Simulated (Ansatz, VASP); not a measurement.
**TiMoSe4: VASP beside Ansatz**

```xyz
6
Lattice="3.4075 0.0000 0.0000 -1.7037 2.9509 0.0000 0.0000 0.0000 14.5302" Properties=species:S:1:pos:R:3 pbc="T T T"
Ti    0.0000    0.0000    0.0151
Mo    0.0000    1.9673    7.2502
Se    0.0000    1.9673    1.6211
Se    1.7037    0.9836   12.9389
Se    0.0000    0.0000    5.6105
Se    0.0000    0.0000    8.8897
```

Alike in both runs: functional PBE; k mesh 12 × 12 × 4; occupations gaussian, width 0.1 eV; no spin polarisation.

Ansatz relaxed the structure, and its values are those at the end. VASP's run is a single point on that final structure, the one shown.

|  | VASP | Ansatz |
| --- | --- | --- |
| version | VASP 6.6.1 | Ansatz 0.2.0 |
| potentials or method | VASP PAW PBE potentials, release 64 (Ti_sv, Mo_sv, Se), cutoff 520 eV | scalar-relativistic, plane waves, PAW |
| valence electrons in the cell | 50 | 90 |

Ansatz gave:

* gap on the k mesh at the Fermi level (eV): none
* pressure (GPa): 0.0
* rms of the force components (eV/Å): 0.001

Question: Estimate VASP's values.

Answer: gap on the k mesh at the Fermi level (eV): none; pressure (GPa): 0.2; rms of the force components (eV/Å): 0.013.

A gap of «none» marks a metal or a gap that the smearing closes. The functional is the same, so the differences come from potentials, cutoffs and numerics. VASP's potentials hold 50 valence electrons a cell and Ansatz's 90, so a difference there can come from the potentials and not from the codes.
